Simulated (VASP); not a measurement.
# Sc (Pm-3m) in VASP: a series of runs, part 2 of 2

VASP 6.6.1. Earlier steps stand in the parts before.

## 3. Single point, BLYP (volume scaled by 1.12)

Contents of INCAR:

```
SYSTEM = Sc
PREC = Accurate ; ENCUT = 520
EDIFF = 1E-6 ; ISMEAR = -1
SIGMA = 0.1 ; LREAL = .FALSE.
LASPH = .TRUE. ; NELM = 100
ALGO = Normal ; ISIF = 2
LWAVE = .FALSE. ; LCHARG = .TRUE.
GGA = B5 ; ALDAX = 1.0
AGGAX = 1.0 ; AGGAC = 1.0
ALDAC = 0.0 ; LELF = .TRUE.
LVHAR = .TRUE. ; NBANDS = 12
```

Contents of KPOINTS:

```
Automatic mesh
0
G
  12 12 12
  0 0 0
```

Contents of POSCAR:

```
Sc
1.0
    3.1141670660      0.0000000000      0.0000000000
    0.0000000000      3.1141670660      0.0000000000
    0.0000000000      0.0000000000      3.1141670660
Sc
1
Direct
    0.0000000000      0.0000000000      0.0000000000
```

Potentials or basis: VASP PAW PBE potentials, release 64 (Sc_sv).

Command:

```
cat potpaw_PBE.64/Sc_sv/POTCAR > POTCAR
mpirun -np 1 vasp_std > vasp.out
```

OUTCAR:

```text
SYSTEM = Sc
   PREC = Accurate
   ENCUT = 520
   EDIFF = 1E-6
   ISMEAR = -1
   LREAL = .FALSE.
   LASPH = .TRUE.
   NELM = 100
   ISIF = 2
   GGA = B5

 ion  position               nearest neighbor table
   1  0.000  0.000  0.000-

  LATTYP: Found a simple cubic cell.
 ALAT       =     3.1141670660

  Lattice vectors:

 A1 = (   3.1141670660,   0.0000000000,   0.0000000000)
 A2 = (   0.0000000000,   3.1141670660,   0.0000000000)
 A3 = (   0.0000000000,   0.0000000000,   3.1141670660)

Analysis of symmetry for initial positions (statically):
=====================================================================
 Subroutine PRICEL returns:
 Original cell was already a primitive cell.

 Routine SETGRP: Setting up the symmetry group for a
 simple cubic supercell.

 Subroutine GETGRP returns: Found 48 space group operations
 (whereof 48 operations were pure point group operations)
 out of a pool of 48 trial point group operations.

The static configuration has the point symmetry O_h .

Analysis of symmetry for dynamics (positions and initial velocities):
=====================================================================
[... 160 lines left out ...]
 fundamental gap:      0.0128761210
 Fermi energy:         3.0469877372

 k-point     1 :       0.0000    0.0000    0.0000
  band No.  band energies     occupation
      1     -46.6559      2.00000
      2     -25.2583      2.00000
      3     -25.2583      2.00000
      4     -25.2583      2.00000
      5      -1.5093      2.00000
      6       2.6614      1.95855
      7       2.6614      1.95855
      8       6.1876      0.00000
      9       6.1876      0.00000
     10       6.1876      0.00000
     11      14.1174      0.00000
     12      14.1174      0.00000
[... 331 lines left out ...]
 k-point    24 :       0.4167    0.3333    0.0000
  band No.  band energies     occupation
      1     -46.5961      2.00000
      2     -25.5350      2.00000
      3     -25.4703      2.00000
      4     -25.2116      2.00000
      5       1.8733      1.99998
      6       2.8416      1.77275
      7       4.6390      0.00000
      8       5.2170      0.00000
      9       5.4145      0.00000
     10       5.4528      0.00000
     11       8.2744      0.00000
     12      11.8711      0.00000

 [... further k-points ...]
[... 5 lines left out ...]
  --------------------------------------------------------------------------------------
  -------------------------------------------------------------------------------------
  Total       -0.5823816     -0.5823816     -0.5823816      0.0000000      0.0000000     -0.0000000
  in kB      -30.8953066    -30.8953066    -30.8953066      0.0000000      0.0000000     -0.0000000
  external PRESSURE =     -30.8953066 kB  Pullay stress =       0.0000000 kB

 VOLUME and BASIS-vectors are now :
 -----------------------------------------------------------------------------
  energy-cutoff  :      520.00
  volume of cell :       30.20
      direct lattice vectors                 reciprocal lattice vectors
     3.114167066  0.000000000  0.000000000     0.321113151  0.000000000  0.000000000
     0.000000000  3.114167066  0.000000000     0.000000000  0.321113151  0.000000000
     0.000000000  0.000000000  3.114167066     0.000000000  0.000000000  0.321113151

 POSITION                                       TOTAL-FORCE (eV/Angst)
 -----------------------------------------------------------------------------------
      0.00000      0.00000      0.00000         0.000000      0.000000      0.000000
 -----------------------------------------------------------------------------------
    total drift:                                0.000000      0.000000     -0.000000

  FREE ENERGIE OF THE ION-ELECTRON SYSTEM (eV)
  ---------------------------------------------------
  free  energy   TOTEN  =        -4.6581300694 eV

  energy  without entropy=       -4.5585104685  energy(sigma->0) =       -4.60832027
```

stdout:

```text
POSCAR found type information on POSCAR Sc
 POSCAR found :  1 types and       1 ions
 scaLAPACK will be used
 -----------------------------------------------------------------------------
|                                                                             |
|                                                                             |
|     You enforced a specific xc type in the INCAR file but a different       |
|     I HOPE YOU KNOW WHAT YOU ARE DOING!                                     |
|                                                                             |
 -----------------------------------------------------------------------------

 LDA part: xc-table for (Slater(with rela. corr.)+VWN5), standard interpolation
 POSCAR, INCAR and KPOINTS ok, starting setup
 FFT: planning ... GRIDC
 FFT: planning ... GRID_SOFT
 FFT: planning ... GRID
 WAVECAR not read
 entering main loop
```

Run time: 18 s. Hardware: 1 thread of AMD EPYC 9R14 (Zen 4), shared host; peak memory 0.12 GiB.

Results:

```yaml
Free_energy: -4.6581 eV
Pressure: -3.1 GPa
```

Caveat: the cell differs from its parent crystal (volume scaled by 1.12); the PAW data sets were made with another functional, which shifts forces and pressure a little.

## 4. Single point, BLYP

This run uses another cell than the first one, of 26.97 Å³/atom, 0.926 times its volume.

Contents of INCAR:

```
SYSTEM = Sc
AGGAC = 1.0 ; AGGAX = 1.0
ALDAC = 0.0 ; ALDAX = 1.0
ALGO = Normal ; EDIFF = 1E-6
ENCUT = 520 ; GGA = B5
ISIF = 2 ; ISMEAR = -1
LASPH = .True. ; LCHARG = .False.
LREAL = .False. ; LWAVE = .False.
NBANDS = 12 ; NELM = 80
PREC = Accurate ; SIGMA = 0.1
```

Contents of KPOINTS:

```
k-points
0
Gamma
  17 17 17
  0 0 0
```

Contents of POSCAR:

```
Sc
1.0
    2.9987198877      0.0000000000      0.0000000000
    0.0000000000      2.9987198877      0.0000000000
    0.0000000000      0.0000000000      2.9987198877
Sc
1
Direct
    0.0000000000      0.0000000000      0.0000000000
```

Potentials or basis: VASP PAW PBE potentials, release 64 (Sc_sv).

Command:

```
cat potpaw_PBE.64/Sc_sv/POTCAR > POTCAR
mpirun -np 1 vasp_std > vasp.out
```

OUTCAR:

```text
SYSTEM = Sc
   EDIFF = 1E-6
   ENCUT = 520
   GGA = B5
   ISIF = 2
   ISMEAR = -1
   LASPH = .True.
   LREAL = .False.
   NELM = 80
   PREC = Accurate

 ion  position               nearest neighbor table
   1  0.000  0.000  0.000-

  LATTYP: Found a simple cubic cell.
 ALAT       =     2.9987198877

  Lattice vectors:

 A1 = (   2.9987198877,   0.0000000000,   0.0000000000)
 A2 = (   0.0000000000,   2.9987198877,   0.0000000000)
 A3 = (   0.0000000000,   0.0000000000,   2.9987198877)

Analysis of symmetry for initial positions (statically):
=====================================================================
 Subroutine PRICEL returns:
 Original cell was already a primitive cell.

 Routine SETGRP: Setting up the symmetry group for a
 simple cubic supercell.

 Subroutine GETGRP returns: Found 48 space group operations
 (whereof 48 operations were pure point group operations)
 out of a pool of 48 trial point group operations.

The static configuration has the point symmetry O_h .

Analysis of symmetry for dynamics (positions and initial velocities):
=====================================================================
[... 160 lines left out ...]
 fundamental gap:      0.0083460226
 Fermi energy:         3.6734064843

 k-point     1 :       0.0000    0.0000    0.0000
  band No.  band energies     occupation
      1     -45.8404      2.00000
      2     -24.3798      2.00000
      3     -24.3798      2.00000
      4     -24.3798      2.00000
      5      -1.1131      2.00000
      6       3.1894      1.98431
      7       3.1894      1.98431
      8       7.2325      0.00000
      9       7.2325      0.00000
     10       7.2325      0.00000
     11      15.6949      0.00000
     12      15.6949      0.00000
[... 331 lines left out ...]
 k-point    24 :       0.4706    0.1176    0.0000
  band No.  band energies     occupation
      1     -45.7771      2.00000
      2     -24.8392      2.00000
      3     -24.3990      2.00000
      4     -24.3337      2.00000
      5       2.2544      2.00000
      6       3.2355      1.97524
      7       3.9227      0.15273
      8       5.8345      0.00000
      9       5.9600      0.00000
     10       7.1751      0.00000
     11       9.3811      0.00000
     12      16.8182      0.00000

 [... further k-points ...]
[... 5 lines left out ...]
  --------------------------------------------------------------------------------------
  -------------------------------------------------------------------------------------
  Total       -0.0165851     -0.0165851     -0.0165851     -0.0000000     -0.0000000     -0.0000000
  in kB       -0.9854175     -0.9854175     -0.9854175     -0.0000000     -0.0000000     -0.0000000
  external PRESSURE =      -0.9854175 kB  Pullay stress =       0.0000000 kB

 VOLUME and BASIS-vectors are now :
 -----------------------------------------------------------------------------
  energy-cutoff  :      520.00
  volume of cell :       26.97
      direct lattice vectors                 reciprocal lattice vectors
     2.998719888  0.000000000  0.000000000     0.333475629  0.000000000  0.000000000
     0.000000000  2.998719888  0.000000000     0.000000000  0.333475629  0.000000000
     0.000000000  0.000000000  2.998719888     0.000000000  0.000000000  0.333475629

 POSITION                                       TOTAL-FORCE (eV/Angst)
 -----------------------------------------------------------------------------------
      0.00000      0.00000      0.00000         0.000000      0.000000      0.000000
 -----------------------------------------------------------------------------------
    total drift:                                0.000000     -0.000000     -0.000000

  FREE ENERGIE OF THE ION-ELECTRON SYSTEM (eV)
  ---------------------------------------------------
  free  energy   TOTEN  =        -4.6919596692 eV

  energy  without entropy=       -4.5996643174  energy(sigma->0) =       -4.64581199
```

It took 26 s on 1 thread of AMD EPYC 9R14 (Zen 4), shared host; peak memory 0.14 GiB.

What came out:

```yaml
Free_energy: -4.6920 eV
Pressure: -0.1 GPa
```

Levels at points of the mesh, in eV from the Fermi level:
| k point | band 2 | band 3 | band 4 | band 5 | band 6 | band 7 | band 8 | band 9 |
| --- | --- | --- | --- | --- | --- | --- | --- | --- |
| (0.00, 0.00, 0.00) | -28.05 | -28.05 | -28.05 | -4.79 | -0.48 | -0.48 | 3.56 | 3.56 |

Caveat: the PAW data sets were made with another functional, which shifts forces and pressure a little.

## 5. Overview

| cell | k mesh | gap on the mesh (eV) | pressure (GPa) |
| --- | --- | --- | --- |
| a = 3.077 Å, 1 atom | 12 × 12 × 12 | none | -2.2 |
| a = 3.114 Å, 1 atom | 12 × 12 × 12 | none | -3.1 |
| a = 2.999 Å, 1 atom | 17 × 17 × 17 | none | -0.1 |

Alike in all rows: task single point; level BLYP; potentials or basis VASP PAW PBE potentials, release 64 (Sc_sv); no spin polarisation; cutoff (eV) 520; smearing fermi-dirac 0.1 eV.

Caveats: the PAW data sets were made with another functional, which shifts forces and pressure a little.

Absolute energies hang on the potentials; compare differences alone.
